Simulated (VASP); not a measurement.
Zr4Si3, 7 atoms in the cell. The structure is cubic, space group Pm-3m (No. 221). The conventional cell has a = 5.298 Å, b = 5.298 Å, c = 5.298 Å, α = 90.00°, β = 90.00°, γ = 90.00°. Within 3.5 Å of Zr (site symmetry m-3m) lie 6 Si at 2.65 Å. Within 3.5 Å of Zr (site symmetry 4/mmm) lie 4 Si at 2.65 Å. Si (site symmetry 4/mmm) has 6 Zr at 2.65 Å within 3.5 Å. 

- Program: VASP 6.6.1
- Task: single point
- Functional: PBE
- Potentials or basis: VASP PAW PBE potentials, release 64 (Zr_sv, Si)
- Cutoff: 500 eV
- k mesh: 4 × 4 × 4
- Occupations: gaussian, width 0.2 eV
- Spin: no spin polarisation
- Dipole correction: no
- Further INCAR settings: ALGO = Normal; EDIFF = 1e-06; NBANDS = 39

Potentials or basis: VASP PAW PBE potentials, release 64 (Zr_sv, Si).

Run with:

```console
$ cat potpaw_PBE.64/Zr_sv/POTCAR potpaw_PBE.64/Si/POTCAR > POTCAR
$ mpirun -np 1 vasp_std > vasp.out
```

Hardware: 1 thread of Intel Xeon 8259CL, with other jobs on the host.

Problem. How long does it take, and how much memory?

Solution. It took 110 s on 1 thread of Intel Xeon 8259CL (shared host), peak memory 0.25 GiB. Counts: scf iterations 14, k points 10.
